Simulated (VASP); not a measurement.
# Mo (I4/mmm) in VASP: further runs

The runs below take Mo through single point, with PBE.

All numbers are computed with VASP 6.6.1; they aren't measurements. Logs are shortened: lines on timing, memory, paths and dates and some standing lists are left out, and cuts for length are marked.

### Step 1. The cell of the first run

Symmetry: I4/mmm, No. 139, tetragonal system. Conventional cell: a = 3.142 Å, b = 3.142 Å, c = 3.095 Å, α = 90.00°, β = 90.00°, γ = 90.00°. Within 3.6 Å of Mo (site symmetry 4/mmm) lie 14 Mo at 2.71 to 3.14 Å.

### Step 2. Single point, PBE (strain -0.0150 x Voigt [1, 0, 0, 0, 0, 0])

INCAR reads:

```
SYSTEM = Mo
PREC = Accurate ; ENCUT = 520
EDIFF = 1E-6 ; ISMEAR = 0
SIGMA = 0.15 ; LREAL = .FALSE.
LASPH = .TRUE. ; NELM = 100
ALGO = Fast ; ISIF = 2
LWAVE = .FALSE. ; LCHARG = .TRUE.
GGA = PE ; LELF = .TRUE.
LVHAR = .TRUE. ; NBANDS = 13
```

KPOINTS reads:

```
Automatic mesh
0
G
  22 22 22
  0 0 0
```

POSCAR reads:

```
Mo
1.0
   -1.5474350000      1.5710000000      1.5710000000
    1.5474350000     -1.5710000000      1.5710000000
    1.5474350000      1.5710000000     -1.5710000000
Mo
1
Direct
    0.0000000000      0.0000000000      0.0000000000
```

Potentials or basis: VASP PAW PBE potentials, release 64 (Mo_sv).

On the command line:

```bash
> cat potpaw_PBE.64/Mo_sv/POTCAR > POTCAR
> mpirun -np 1 vasp_std > vasp.out
```

OUTCAR:

```text
SYSTEM = Mo
   PREC = Accurate
   ENCUT = 520
   EDIFF = 1E-6
   ISMEAR = 0
   LREAL = .FALSE.
   LASPH = .TRUE.
   NELM = 100
   ISIF = 2
   GGA = PE

 ion  position               nearest neighbor table
   1  0.000  0.000  0.000-

  LATTYP: Found a body centered tetragonal cell.
 ALAT       =     3.1420000000
 C/A-ratio  =     0.9850000000

  Lattice vectors:

 A1 = (  -1.5474350000,   1.5710000000,  -1.5710000000)
 A2 = (  -1.5474350000,  -1.5710000000,   1.5710000000)
 A3 = (   1.5474350000,   1.5710000000,   1.5710000000)

Analysis of symmetry for initial positions (statically):
=====================================================================
 Subroutine PRICEL returns:
 Original cell was already a primitive cell.

 Routine SETGRP: Setting up the symmetry group for a
 body centered tetragonal supercell.

 Subroutine GETGRP returns: Found 16 space group operations
 (whereof 16 operations were pure point group operations)
 out of a pool of 16 trial point group operations.

The static configuration has the point symmetry D_4h.

Analysis of symmetry for dynamics (positions and initial velocities):
=====================================================================
 Subroutine PRICEL returns:
 Original cell was already a primitive cell.

 Routine SETGRP: Setting up the symmetry group for a
 body centered tetragonal supercell.

 Subroutine GETGRP returns: Found 16 space group operations
 (whereof 16 operations were pure point group operations)
 out of a pool of 16 trial point group operations.

The dynamic configuration has the point symmetry D_4h.

 Subroutine INISYM returns: Found 16 space group operations
 (whereof 16 operations are pure point group operations),
 and found     1 'primitive' translations

----------------------------------------------------------------------------------------

                                     Primitive cell

  volume of cell :      15.2765

  direct lattice vectors                    reciprocal lattice vectors
    -1.547435000  1.571000000  1.571000000     0.000000000  0.318268619  0.318268619
     1.547435000 -1.571000000  1.571000000     0.323115349  0.000000000  0.318268619
     1.547435000  1.571000000 -1.571000000     0.323115349  0.318268619  0.000000000

  length of vectors
     2.707514927  2.707514927  2.707514927     0.450099797  0.453539902  0.453539902

  position of ions in fractional coordinates (direct lattice)
     0.000000000  0.000000000  0.000000000

  ion indices of the primitive-cell ions
   primitive index   ion index
                 1           1

----------------------------------------------------------------------------------------

 KPOINTS: Automatic mesh

Automatic generation of k-mesh.
 Grid dimensions read from file:
 generate k-points for:   22   22   22

 Generating k-lattice:

  Cartesian coordinates                     Fractional coordinates (reciprocal lattice)
     0.000000000  0.014466755  0.014466755     0.045454545  0.000000000  0.000000000
     0.014687061  0.000000000  0.014466755    -0.000000000  0.045454545  0.000000000
     0.014687061  0.014466755  0.000000000    -0.000000000  0.000000000  0.045454545

  Length of vectors
     0.020459082  0.020615450  0.020615450

  Shift w.r.t. Gamma in fractional coordinates (k-lattice)
     0.000000000  0.000000000  0.000000000

 Subroutine IBZKPT returns following result:
 ===========================================

 Found    834 irreducible k-points:

 Following reciprocal coordinates:
            Coordinates               Weight
  0.000000  0.000000  0.000000      1.000000
  0.045455  0.000000  0.000000      4.000000
  0.090909  0.000000  0.000000      4.000000
  0.136364  0.000000  0.000000      4.000000
  0.181818  0.000000  0.000000      4.000000
  0.227273  0.000000  0.000000      4.000000
[... 16 lines left out ...]
  0.454545  0.045455  0.000000     16.000000
 -0.000000  0.090909  0.000000      8.000000
 [... further k-points ...]
   k-points           NKPTS =    834   k-points in BZ     NKDIM =    834   number of bands    NBANDS=     13
   number of dos      NEDOS =    301   number of ions     NIONS =      1
   total plane-waves  NPLWV =   8000
   dimension x,y,z NGX =    20 NGY =   20 NGZ =   20
   dimension x,y,z NGXF=    40 NGYF=   40 NGZF=   40
   ions per type =               1
   NGX,Y,Z   is equivalent  to a cutoff of  12.28, 12.28, 12.28 a.u.
   NGXF,Y,Z  is equivalent  to a cutoff of  24.56, 24.56, 24.56 a.u.
 SYSTEM =  Mo
   PREC   = accura    normal or accurate (medium, high low for compatibility)
   ISTART =      0    job   : 0-new  1-cont  2-samecut
   ICHARG =      2    charge: 1-file 2-atom 10-const
   ISPIN  =      1    spin polarized calculation?
   LNONCOLLINEAR =      F non collinear calculations
   LSORBIT =      F    spin-orbit coupling
   LASPH  =      T    aspherical Exc in radial PAW
   ENCUT  =  520.0 eV  38.22 Ry    6.18 a.u.   5.03  5.03  5.03*2*pi/ulx,y,z
   NELM   =    100;   NELMIN=  2; NELMDL= -5     # of ELM steps
   EDIFF  = 0.1E-05   stopping-criterion for ELM
   LREAL  =      F    real-space projection
   EDIFFG = 0.1E-04   stopping-criterion for IOM
   NSW    =      0    number of steps for IOM
   IBRION =     -1    ionic relax: 0-MD 1-quasi-New 2-CG
   NFREE  =      0    steps in history (QN), initial steepest desc. (CG)
   ISIF   =      2    stress and relaxation
   ISYM   =      2    0-nonsym 1-usesym 2-fastsym
   POTIM  = 0.5000    time-step for ionic-motion
   TEBEG  =    0.0;   TEEND  =   0.0 temperature during run
   PSTRESS=    0.0 pullay stress
   NELECT =      14.0000    total number of electrons
   NUPDOWN=      -1.0000    fix difference up-down
   EMIN   =  10.00;   EMAX   =-10.00  energy-range for DOS
   EFERMI =   0.00;   METHOD = LEGACY
   ISMEAR =     0;   SIGMA  =   0.15  broadening in eV -4-tet -1-fermi 0-gaus
   EFERMI_NEDOS =   21; number of points for ismear=-14 and -15
   IALGO  =     68    algorithm
   IMIX   =      4    mixing-type and parameters
     AMIX     =   0.40;   BMIX     =  1.00
     AMIX_MAG =   1.60;   BMIX_MAG =  1.00
  volume/ion in A,a.u.               =      15.28       103.09
  Fermi-wavevector in a.u.,A,eV,Ry     =   1.590166  3.004979 34.404090  2.528629
  Thomas-Fermi vector in A             =   2.688903
   LORBIT       =      0    0 simple, 1 ext, 2 COOP (PROOUT), +10 PAW based schemes
   GGA     = PE    functional components
   LHFCALC =     F    Hartree Fock is set to
   AEXX    =    0.0000 exact exchange contribution
   IVDW    =     0    specifies the selected vdW correction
   LEPSILON=     F    determine dielectric tensor
   LRPA    =     F    only Hartree local field effects (RPA)
 non-spin polarized calculation
 RMM-DIIS sequential band-by-band and
 Gauss-broadening in eV      SIGMA  =   0.15
  energy-cutoff  :      520.00
  volume of cell :       15.28
 maximum number of plane-waves:       426
   NGX =  9   NGY =  9   NGZ =  9

 number of electron      13.9999998 magnetization

 Free energy of the ion-electron system (eV)
  ---------------------------------------------------
  ext. energy  EPLUGINS =         0.00000000
  ---------------------------------------------------
  free energy    TOTEN  =       -10.91930120 eV

  energy without entropy =      -10.91203491  energy(sigma->0) =      -10.91566806

 E-fermi :  12.9617     XC(G=0): -13.5202

 val. band max:       12.9570664543   @ k =   0.3182  -0.2727   0.1364
 cond. band min:      12.9628698232   @ k =   0.2727  -0.2727   0.1364
 fundamental gap:      0.0058033689
 Fermi energy:        12.9617282544

 k-point     1 :       0.0000    0.0000    0.0000
  band No.  band energies     occupation
      1     -48.3148      2.00000
      2     -21.5283      2.00000
      3     -21.5283      2.00000
      4     -21.5219      2.00000
      5       5.6573      2.00000
      6      11.4416      2.00000
      7      11.6223      2.00000
      8      11.6223      2.00000
      9      14.5520      0.00000
     10      14.7864      0.00000
     11      27.7363      0.00000
     12      27.7363      0.00000
     13      28.0352      0.00000

 k-point     2 :       0.0455    0.0000    0.0000
  band No.  band energies     occupation
      1     -48.3092      2.00000
      2     -21.5611      2.00000
      3     -21.5317      2.00000
      4     -21.5283      2.00000
      5       5.7510      2.00000
      6      11.4363      2.00000
      7      11.5701      2.00000
      8      11.7101      2.00000
      9      14.4694      0.00000
     10      14.7842      0.00000
     11      27.8100      0.00000
     12      27.9325      0.00000
     13      28.1916      0.00000

 k-point     3 :       0.0909    0.0000    0.0000
  band No.  band energies     occupation
      1     -48.2925      2.00000
      2     -21.6564      2.00000
      3     -21.5602      2.00000
      4     -21.5284      2.00000
      5       6.0227      2.00000
      6      11.4123      2.00000
      7      11.4214      2.00000
      8      11.9711      2.00000
      9      14.2664      0.00000
     10      14.7803      0.00000
     11      28.0031      0.00000
     12      28.4568      0.00000
     13      28.6517      0.00000
[... 305 lines left out ...]
 k-point    23 :       0.4545    0.0455    0.0000
  band No.  band energies     occupation
      1     -48.0271      2.00000
      2     -23.0194      2.00000
      3     -21.9946      2.00000
      4     -21.5430      2.00000
      5       7.5955      2.00000
      6       9.6114      2.00000
      7      14.1028      0.00000
      8      14.5613      0.00000
      9      15.5346      0.00000
     10      17.9722      0.00000
     11      24.8651      0.00000
     12      25.1843      0.00000
     13      30.7733      0.00000

 k-point    24 :      -0.0000    0.0909    0.0000
  band No.  band energies     occupation
      1     -48.2922      2.00000
      2     -21.6530      2.00000
      3     -21.5681      2.00000
      4     -21.5266      2.00000
      5       6.0287      2.00000
      6      11.3076      2.00000
      7      11.5735      2.00000
      8      11.8970      2.00000
      9      14.4043      0.00000
     10      14.6599      0.00000
     11      28.1222      0.00000
     12      28.3710      0.00000
     13      28.6331      0.00000

 [... further k-points ...]

------------------------ aborting loop because EDIFF is reached ----------------------------------------

  FORCE on cell =-STRESS in cart. coord.  units (eV):
  Direction    XX          YY          ZZ          XY          YZ          ZX
  --------------------------------------------------------------------------------------
  -------------------------------------------------------------------------------------
  Total        1.2439085      0.7783427      0.7783427      0.0000000      0.0000000      0.0000000
  in kB      130.4590607     81.6312887     81.6312887      0.0000000      0.0000000      0.0000000
  external PRESSURE =      97.9072127 kB  Pullay stress =       0.0000000 kB

 VOLUME and BASIS-vectors are now :
 -----------------------------------------------------------------------------
  energy-cutoff  :      520.00
  volume of cell :       15.28
      direct lattice vectors                 reciprocal lattice vectors
    -1.547435000  1.571000000  1.571000000     0.000000000  0.318268619  0.318268619
     1.547435000 -1.571000000  1.571000000     0.323115349  0.000000000  0.318268619
     1.547435000  1.571000000 -1.571000000     0.323115349  0.318268619  0.000000000

 POSITION                                       TOTAL-FORCE (eV/Angst)
 -----------------------------------------------------------------------------------
      0.00000      0.00000      0.00000         0.000000     -0.000000      0.000000
 -----------------------------------------------------------------------------------
    total drift:                                0.000000     -0.000000     -0.000000

  FREE ENERGIE OF THE ION-ELECTRON SYSTEM (eV)
  ---------------------------------------------------
  free  energy   TOTEN  =       -10.9193012040 eV

  energy  without entropy=      -10.9120349085  energy(sigma->0) =      -10.91566806
```

Wall time 80 s (1 thread of Intel Xeon Platinum 8488C (Sapphire Rapids), shared host); peak memory 0.25 GiB.

What came out:

```yaml
Free_energy: -10.9193 eV
Pressure: 9.8 GPa
Band_gap_on_the_k_mesh: zero (band 7 reaches 17.06 eV, above the bottom of band 8 at 11.60 eV)
```

Caveat: the cell differs from its parent crystal (strain -0.0150 x Voigt [1, 0, 0, 0, 0, 0]).

### Step 3. Single point, PBE (strain +0.0150 x Voigt [1, 0, 0, 0, 0, 0])

INCAR reads:

```
PREC = Accurate
ENCUT = 520
EDIFF = 1E-7
ISMEAR = 0
SIGMA = 0.15
LREAL = False
LASPH = True
NELM = 60
ALGO = Fast
ISIF = 2
LWAVE = False
LCHARG = False
GGA = PE
NBANDS = 13
```

KPOINTS reads:

```
regular mesh
0
Gamma
  22 22 22
```

POSCAR reads:

```
Mo
1.0
   -1.5945650000      1.5710000000      1.5710000000
    1.5945650000     -1.5710000000      1.5710000000
    1.5945650000      1.5710000000     -1.5710000000
Mo
1
Direct
    0.0000000000      0.0000000000      0.0000000000
```

Potentials or basis: VASP PAW PBE potentials, release 64 (Mo_sv).

On the command line:

```bash
> cat potpaw_PBE.64/Mo_sv/POTCAR > POTCAR
> mpirun -np 1 vasp_std > vasp.out
```

Wall time 89 s (1 thread of Intel Xeon Platinum 8488C (Sapphire Rapids), shared host); peak memory 0.26 GiB.

Results (log left out):

```
Free energy            : -10.9354 eV
Pressure               : 1.3 GPa
Band gap on the k mesh : zero (band 7 reaches 16.39 eV, above the bottom of band 8 at 11.23 eV)
```

Stress tensor (GPa, compression positive):
```
-1.60  0.00  0.00
 0.00  2.80  0.00
 0.00  0.00  2.80
```

Levels at points of the mesh, in eV from the Fermi level:
```csv
k point,band 3,band 4,band 5,band 6,band 7,band 8,band 9,band 10,band 11,band 12
"(0.00, 0.00, 0.00)",-34.55,-34.55,-7.20,-1.39,-1.39,-1.23,1.55,1.77,14.65,14.93
"(0.50, 0.00, 0.00)",-35.00,-34.57,-5.28,-3.48,1.69,1.83,2.38,4.73,11.65,11.92
"(0.00, 0.50, 0.00)",-34.98,-34.56,-5.26,-3.30,1.57,1.59,2.29,4.69,11.50,11.98
"(0.50, 0.50, 0.50)",-35.48,-35.48,-5.39,-5.35,3.92,3.97,3.97,8.76,9.15,9.15
```

Caveat: the cell differs from its parent crystal (strain +0.0150 x Voigt [1, 0, 0, 0, 0, 0]).
